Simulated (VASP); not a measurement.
# AlCo (Pm-3m) in VASP: further runs, part 2 of 2

VASP 6.6.1.

### 3 Single point, PBEsol, collinear spin, ferromagnetic start

This run uses another cell than the first one, of 10.76 Å³/atom, 1.043 times its volume.

File INCAR:

```
PREC = Accurate
ENCUT = 520
EDIFF = 1E-6
ISMEAR = -1
SIGMA = 0.1
LREAL = F
LASPH = T
NELM = 150
ALGO = Normal
ISIF = 2
LWAVE = F
LCHARG = T
ISPIN = 2
MAGMOM = 0 2.5
LORBIT = 11
LMAXMIX = 4
GGA = PS
LELF = T
LVHAR = T
NBANDS = 17
```

File KPOINTS:

```
Automatic mesh
0
Gamma
  10 10 10
```

File POSCAR:

```
AlCo
1.0
    2.7812982884      0.0000000000      0.0000000000
    0.0000000000      2.7812982884      0.0000000000
    0.0000000000      0.0000000000      2.7812982884
Al Co
1 1
Direct
    0.0000000000      0.0000000000      0.0000000000
    0.5000000000      0.5000000000      0.5000000000
```

Potentials or basis: VASP PAW PBE potentials, release 64 (Al, Co).

On the command line:

```
$ cat potpaw_PBE.64/Al/POTCAR potpaw_PBE.64/Co/POTCAR > POTCAR
$ mpirun -np 1 vasp_std > vasp.out
```

OUTCAR:

```text
PREC = Accurate
   ENCUT = 520
   EDIFF = 1E-6
   ISMEAR = -1
   LREAL = F
   LASPH = T
   NELM = 150
   ISIF = 2
   ISPIN = 2
   LORBIT = 11
   GGA = PS

 ion  position               nearest neighbor table
   1  0.000  0.000  0.000-   2 2.41   2 2.41   2 2.41   2 2.41   2 2.41   2 2.41   2 2.41   2 2.41

   2  0.500  0.500  0.500-   1 2.41   1 2.41   1 2.41   1 2.41   1 2.41   1 2.41   1 2.41   1 2.41

  LATTYP: Found a simple cubic cell.
 ALAT       =     2.7812982884

  Lattice vectors:

 A1 = (   2.7812982884,   0.0000000000,   0.0000000000)
 A2 = (   0.0000000000,   2.7812982884,   0.0000000000)
 A3 = (   0.0000000000,   0.0000000000,   2.7812982884)

Analysis of symmetry for initial positions (statically):
=====================================================================
 Subroutine PRICEL returns:
 Original cell was already a primitive cell.

 Routine SETGRP: Setting up the symmetry group for a
 simple cubic supercell.

 Subroutine GETGRP returns: Found 48 space group operations
 (whereof 48 operations were pure point group operations)
 out of a pool of 48 trial point group operations.

The static configuration has the point symmetry O_h .

Analysis of symmetry for dynamics (positions and initial velocities):
=====================================================================
 Subroutine PRICEL returns:
 Original cell was already a primitive cell.

 Routine SETGRP: Setting up the symmetry group for a
 simple cubic supercell.

 Subroutine GETGRP returns: Found 48 space group operations
 (whereof 48 operations were pure point group operations)
 out of a pool of 48 trial point group operations.

The dynamic configuration has the point symmetry O_h .

Analysis of structural, dynamic, and magnetic symmetry:
[... 143 lines left out ...]
  energy-cutoff  :      520.00
  volume of cell :       21.52
 maximum number of plane-waves:       588
 NGX is ok and might be reduce to    24
   NGX = 11   NGY = 11   NGZ = 11

 number of electron      12.0000003 magnetization      -0.0073075

 number of electron      12.0000003 magnetization       0.0009268

 Free energy of the ion-electron system (eV)
  ---------------------------------------------------
  ext. energy  EPLUGINS =         0.00000000
  ---------------------------------------------------
  free energy    TOTEN  =       -13.06719034 eV

  energy without entropy =      -13.04202869  energy(sigma->0) =      -13.05460951

 E-fermi :  11.4088     XC(G=0): -12.7482

 val. band max:       11.3930742904   @ k =   0.5000   0.4000   0.1000
 cond. band min:      11.5280950589   @ k =   0.5000   0.3000   0.0000
 fundamental gap:      0.1350207685
 Fermi energy:        11.4087642215

 spin component 1

 k-point     1 :       0.0000    0.0000    0.0000
  band No.  band energies     occupation
      1      -0.1151      1.00000
      2       8.1251      1.00000
      3       8.1251      1.00000
      4      10.5471      0.99982
      5      10.5471      0.99982
      6      10.5471      0.99982
[... 459 lines left out ...]
      6      10.4223      0.99995
[... 9 lines left out ...]
     16      33.5414      0.00000
     17      34.5254      0.00000

 [... further k-points ...]

 spin component 2

 k-point     1 :       0.0000    0.0000    0.0000
  band No.  band energies     occupation
      1      -0.1154      1.00000
      2       8.1264      1.00000
      3       8.1264      1.00000
      4      10.5478      0.99982
      5      10.5478      0.99982
      6      10.5478      0.99982
[... 459 lines left out ...]
      6      10.4230      0.99995
[... 9 lines left out ...]
     16      33.5413      0.00000
     17      34.5252      0.00000

 [... further k-points ...]
[... 5 lines left out ...]
  --------------------------------------------------------------------------------------
  -------------------------------------------------------------------------------------
  Total        1.3002628      1.3002628      1.3002628      0.0000000     -0.0000000      0.0000000
  in kB       96.8275657     96.8275657     96.8275657      0.0000000     -0.0000000      0.0000000
  external PRESSURE =      96.8275657 kB  Pullay stress =       0.0000000 kB

 VOLUME and BASIS-vectors are now :
 -----------------------------------------------------------------------------
  energy-cutoff  :      520.00
  volume of cell :       21.52
      direct lattice vectors                 reciprocal lattice vectors
     2.781298288  0.000000000  0.000000000     0.359544319  0.000000000  0.000000000
     0.000000000  2.781298288  0.000000000     0.000000000  0.359544319  0.000000000
     0.000000000  0.000000000  2.781298288     0.000000000  0.000000000  0.359544319

 POSITION                                       TOTAL-FORCE (eV/Angst)
 -----------------------------------------------------------------------------------
      0.00000      0.00000      0.00000         0.000000      0.000000      0.000000
      1.39065      1.39065      1.39065         0.000000      0.000000      0.000000
 -----------------------------------------------------------------------------------
    total drift:                                0.000000     -0.000000     -0.000000

  FREE ENERGIE OF THE ION-ELECTRON SYSTEM (eV)
  ---------------------------------------------------
  free  energy   TOTEN  =       -13.0671903401 eV

  energy  without entropy=      -13.0420286876  energy(sigma->0) =      -13.05460951

 total charge

# of ion       s       p       d       tot
------------------------------------------
    1        0.404   0.463   0.000   0.866
    2        0.466   0.572   7.566   8.604
--------------------------------------------------
tot          0.869   1.035   7.566   9.470

 magnetization (x)

# of ion       s       p       d       tot
------------------------------------------
    1       -0.000  -0.000   0.000  -0.000
    2       -0.000  -0.000   0.001   0.001
--------------------------------------------------
tot         -0.000  -0.000   0.001   0.001
```

OSZICAR:

```text
N       E                     dE             d eps       ncg     rms          rms(c)
DAV:   1     0.367335115666E+02    0.36734E+02   -0.46526E+03  3880   0.726E+02
DAV:   2    -0.123259652480E+02   -0.49059E+02   -0.43743E+02  4326   0.153E+02
DAV:   3    -0.143147129257E+02   -0.19887E+01   -0.19621E+01  4501   0.323E+01
DAV:   4    -0.143426622700E+02   -0.27949E-01   -0.27933E-01  4670   0.342E+00
DAV:   5    -0.143434654334E+02   -0.80316E-03   -0.80313E-03  4707   0.625E-01    0.155E+01
DAV:   6    -0.169660226294E+02   -0.26226E+01   -0.45193E+01  4314   0.757E+01    0.164E+01
DAV:   7    -0.130975144811E+02    0.38685E+01   -0.24182E+01  4456   0.479E+01    0.271E+00
DAV:   8    -0.130821058171E+02    0.15409E-01   -0.18844E-01  4682   0.293E+00    0.137E+00
DAV:   9    -0.130679426573E+02    0.14163E-01   -0.43487E-02  4840   0.144E+00    0.756E-01
DAV:  10    -0.130672223561E+02    0.72030E-03   -0.10222E-03  4662   0.245E-01    0.203E-01
DAV:  11    -0.130671922368E+02    0.30119E-04   -0.11339E-04  4966   0.829E-02    0.123E-01
DAV:  12    -0.130671864146E+02    0.58222E-05   -0.11327E-04  4839   0.848E-02    0.370E-02
DAV:  13    -0.130671903279E+02   -0.39133E-05   -0.83574E-06  4487   0.244E-02    0.805E-03
DAV:  14    -0.130671903401E+02   -0.12154E-07   -0.66083E-07  2261   0.639E-03
   1 F= -.13067190E+02 E0= -.13054610E+02  d E =-.251617E-01  mag=     0.0003
```

It took 21 s on 1 thread of Intel Xeon 6975P-C (Granite Rapids), shared host; peak memory 0.16 GiB.

Results:

| Item | Value |
| --- | --- |
| Free energy | -13.0672 eV |
| Pressure | 9.7 GPa |
| Band gap on the k mesh | zero (filled and empty bands overlap) |
| Net moment | 0.00 μB per cell |
| Valence electrons inside the program's atomic spheres | Al 0.87; Co 8.60 |

Levels at points of the mesh, in eV from the Fermi level:
Spin up:
| k point | band 3 | band 4 | band 5 | band 6 | band 7 | band 8 | band 9 | band 10 |
| --- | --- | --- | --- | --- | --- | --- | --- | --- |
| (0.00, 0.00, 0.00) | -3.28 | -0.86 | -0.86 | -0.86 | 6.39 | 6.39 | 6.39 | 9.11 |
| (0.50, 0.00, 0.00) | -2.63 | -1.83 | -1.83 | -0.73 | 0.25 | 8.55 | 11.05 | 11.05 |
| (0.50, 0.50, 0.00) | -2.77 | -2.77 | -1.61 | -1.61 | -0.23 | 2.68 | 3.99 | 13.68 |
| (0.50, 0.50, 0.50) | -4.23 | -0.19 | -0.19 | 2.42 | 2.42 | 2.42 | 4.89 | 5.83 |
Spin down:
```tsv
k point	band 2	band 3	band 4	band 5	band 6	band 7	band 8	band 9	band 10	band 11
(0.00, 0.00, 0.00)	-3.28	-3.28	-0.86	-0.86	-0.86	6.39	6.39	6.39	9.11	9.11
(0.50, 0.00, 0.00)	-6.97	-2.62	-1.83	-1.83	-0.73	0.25	8.55	11.05	11.05	12.53
(0.50, 0.50, 0.00)	-3.34	-2.77	-2.77	-1.61	-1.61	-0.23	2.68	4.00	13.67	16.54
(0.50, 0.50, 0.50)	-4.23	-4.23	-0.19	-0.19	2.42	2.42	2.42	4.89	5.83	5.83
```

Caveat: the starting moments collapsed, and a magnetic state may lie lower; the PAW data sets were made with another functional, which shifts forces and pressure a little.

### 4 Single point, PBEsol, collinear spin, ferromagnetic start

This run uses another cell than the first one, of 11.21 Å³/atom, 1.087 times its volume.

File INCAR:

```
PREC = Accurate ; ENCUT = 520
EDIFF = 1E-6 ; ISMEAR = -1
SIGMA = 0.1 ; LREAL = F
LASPH = T ; NELM = 150
ALGO = Normal ; ISIF = 2
LWAVE = F ; LCHARG = F
ISPIN = 2 ; MAGMOM = 0 2.5
LORBIT = 11 ; LMAXMIX = 4
GGA = PS ; NBANDS = 17
```

File KPOINTS:

```
regular mesh
0
Gamma
  10 10 10
```

File POSCAR:

```
AlCo
1.0
    2.8194030000      0.0000000000      0.0000000000
    0.0000000000      2.8194030000      0.0000000000
    0.0000000000      0.0000000000      2.8194030000
Al Co
1 1
Direct
    0.0000000000      0.0000000000      0.0000000000
    0.5000000000      0.5000000000      0.5000000000
```

Potentials or basis: VASP PAW PBE potentials, release 64 (Al, Co).

On the command line:

```
$ cat potpaw_PBE.64/Al/POTCAR potpaw_PBE.64/Co/POTCAR > POTCAR
$ mpirun -np 1 vasp_std > vasp.out
```

OUTCAR:

```text
PREC = Accurate
   ENCUT = 520
   EDIFF = 1E-6
   ISMEAR = -1
   LREAL = F
   LASPH = T
   NELM = 150
   ISIF = 2
   ISPIN = 2
   LORBIT = 11
   GGA = PS

 ion  position               nearest neighbor table
   1  0.000  0.000  0.000-   2 2.44   2 2.44   2 2.44   2 2.44   2 2.44   2 2.44   2 2.44   2 2.44

   2  0.500  0.500  0.500-   1 2.44   1 2.44   1 2.44   1 2.44   1 2.44   1 2.44   1 2.44   1 2.44

  LATTYP: Found a simple cubic cell.
 ALAT       =     2.8194030000

  Lattice vectors:

 A1 = (   2.8194030000,   0.0000000000,   0.0000000000)
 A2 = (   0.0000000000,   2.8194030000,   0.0000000000)
 A3 = (   0.0000000000,   0.0000000000,   2.8194030000)

Analysis of symmetry for initial positions (statically):
=====================================================================
 Subroutine PRICEL returns:
 Original cell was already a primitive cell.

 Routine SETGRP: Setting up the symmetry group for a
 simple cubic supercell.

 Subroutine GETGRP returns: Found 48 space group operations
 (whereof 48 operations were pure point group operations)
 out of a pool of 48 trial point group operations.

The static configuration has the point symmetry O_h .

Analysis of symmetry for dynamics (positions and initial velocities):
=====================================================================
 Subroutine PRICEL returns:
 Original cell was already a primitive cell.

 Routine SETGRP: Setting up the symmetry group for a
 simple cubic supercell.

 Subroutine GETGRP returns: Found 48 space group operations
 (whereof 48 operations were pure point group operations)
 out of a pool of 48 trial point group operations.

The dynamic configuration has the point symmetry O_h .

Analysis of structural, dynamic, and magnetic symmetry:
[... 143 lines left out ...]
  energy-cutoff  :      520.00
  volume of cell :       22.41
 maximum number of plane-waves:       624
 NGX is ok and might be reduce to    24
   NGX = 11   NGY = 11   NGZ = 11

 number of electron      11.9999996 magnetization      -0.0023117

 number of electron      11.9999996 magnetization       0.0006837

 Free energy of the ion-electron system (eV)
  ---------------------------------------------------
  ext. energy  EPLUGINS =         0.00000000
  ---------------------------------------------------
  free energy    TOTEN  =       -13.09584332 eV

  energy without entropy =      -13.06844065  energy(sigma->0) =      -13.08214198

 E-fermi :  10.8293     XC(G=0): -12.5438

 val. band max:       10.8177067653   @ k =   0.5000   0.4000   0.1000
 cond. band min:      10.9418099964   @ k =   0.5000   0.3000   0.0000
 fundamental gap:      0.1241032311
 Fermi energy:        10.8293419717

 spin component 1

 k-point     1 :       0.0000    0.0000    0.0000
  band No.  band energies     occupation
      1      -0.4034      1.00000
      2       7.7505      1.00000
      3       7.7505      1.00000
      4      10.0258      0.99968
      5      10.0258      0.99968
      6      10.0258      0.99968
[... 459 lines left out ...]
      6       9.9085      0.99990
[... 9 lines left out ...]
     16      32.2116      0.00000
     17      33.3073      0.00000

 [... further k-points ...]

 spin component 2

 k-point     1 :       0.0000    0.0000    0.0000
  band No.  band energies     occupation
      1      -0.4036      1.00000
      2       7.7516      1.00000
      3       7.7516      1.00000
      4      10.0262      0.99967
      5      10.0262      0.99967
      6      10.0262      0.99967
[... 459 lines left out ...]
      6       9.9089      0.99990
[... 9 lines left out ...]
     16      32.2116      0.00000
     17      33.3072      0.00000

 [... further k-points ...]
[... 5 lines left out ...]
  --------------------------------------------------------------------------------------
  -------------------------------------------------------------------------------------
  Total        0.1293062      0.1293062      0.1293062      0.0000000     -0.0000000     -0.0000000
  in kB        9.2439696      9.2439696      9.2439696      0.0000000     -0.0000000     -0.0000000
  external PRESSURE =       9.2439696 kB  Pullay stress =       0.0000000 kB

 VOLUME and BASIS-vectors are now :
 -----------------------------------------------------------------------------
  energy-cutoff  :      520.00
  volume of cell :       22.41
      direct lattice vectors                 reciprocal lattice vectors
     2.819403000  0.000000000  0.000000000     0.354685017  0.000000000  0.000000000
     0.000000000  2.819403000  0.000000000     0.000000000  0.354685017  0.000000000
     0.000000000  0.000000000  2.819403000     0.000000000  0.000000000  0.354685017

 POSITION                                       TOTAL-FORCE (eV/Angst)
 -----------------------------------------------------------------------------------
      0.00000      0.00000      0.00000         0.000000      0.000000      0.000000
      1.40970      1.40970      1.40970         0.000000      0.000000      0.000000
 -----------------------------------------------------------------------------------
    total drift:                                0.000000     -0.000000     -0.000000

  FREE ENERGIE OF THE ION-ELECTRON SYSTEM (eV)
  ---------------------------------------------------
  free  energy   TOTEN  =       -13.0958433156 eV

  energy  without entropy=      -13.0684406527  energy(sigma->0) =      -13.08214198

 total charge

# of ion       s       p       d       tot
------------------------------------------
    1        0.398   0.443   0.000   0.840
    2        0.449   0.536   7.534   8.519
--------------------------------------------------
tot          0.847   0.978   7.534   9.359

 magnetization (x)

# of ion       s       p       d       tot
------------------------------------------
    1       -0.000  -0.000   0.000  -0.000
    2       -0.000  -0.000   0.001   0.001
--------------------------------------------------
tot         -0.000  -0.000   0.001   0.001
```

OSZICAR:

```text
N       E                     dE             d eps       ncg     rms          rms(c)
DAV:   1     0.379701605677E+02    0.37970E+02   -0.47406E+03  3904   0.718E+02
DAV:   2    -0.123272187801E+02   -0.50297E+02   -0.44802E+02  4305   0.153E+02
DAV:   3    -0.143678517934E+02   -0.20406E+01   -0.20107E+01  4631   0.324E+01
DAV:   4    -0.143967656240E+02   -0.28914E-01   -0.28897E-01  4671   0.346E+00
DAV:   5    -0.143975988920E+02   -0.83327E-03   -0.83320E-03  4769   0.622E-01    0.148E+01
DAV:   6    -0.172800235773E+02   -0.28824E+01   -0.47244E+01  4303   0.764E+01    0.174E+01
DAV:   7    -0.131129925422E+02    0.41670E+01   -0.25626E+01  4498   0.484E+01    0.276E+00
DAV:   8    -0.131097458979E+02    0.32466E-02   -0.19226E-01  4667   0.292E+00    0.141E+00
DAV:   9    -0.130966500785E+02    0.13096E-01   -0.44773E-02  5098   0.142E+00    0.822E-01
DAV:  10    -0.130959027015E+02    0.74738E-03   -0.15529E-03  5058   0.298E-01    0.209E-01
DAV:  11    -0.130958542530E+02    0.48449E-04   -0.82647E-05  4834   0.636E-02    0.113E-01
DAV:  12    -0.130958395325E+02    0.14721E-04   -0.28569E-05  4699   0.484E-02    0.392E-02
DAV:  13    -0.130958434440E+02   -0.39116E-05   -0.90555E-06  4348   0.262E-02    0.743E-03
DAV:  14    -0.130958433156E+02    0.12845E-06   -0.42520E-07  2152   0.617E-03
   1 F= -.13095843E+02 E0= -.13082142E+02  d E =-.274027E-01  mag=     0.0004
```

Run time: 25 s. Hardware: 1 thread of Intel Xeon 6975P-C (Granite Rapids), shared host; peak memory 0.16 GiB.

What came out:

```yaml
Free_energy: -13.0958 eV
Pressure: 0.9 GPa
Band_gap_on_the_k_mesh: zero (filled and empty bands overlap)
Net_moment: 0.00 μB per cell
Valence_electrons_inside_the_program's_atomic_spheres: Al 0.84; Co 8.52
```

Caveat: the starting moments collapsed, and a magnetic state may lie lower; the PAW data sets were made with another functional, which shifts forces and pressure a little.
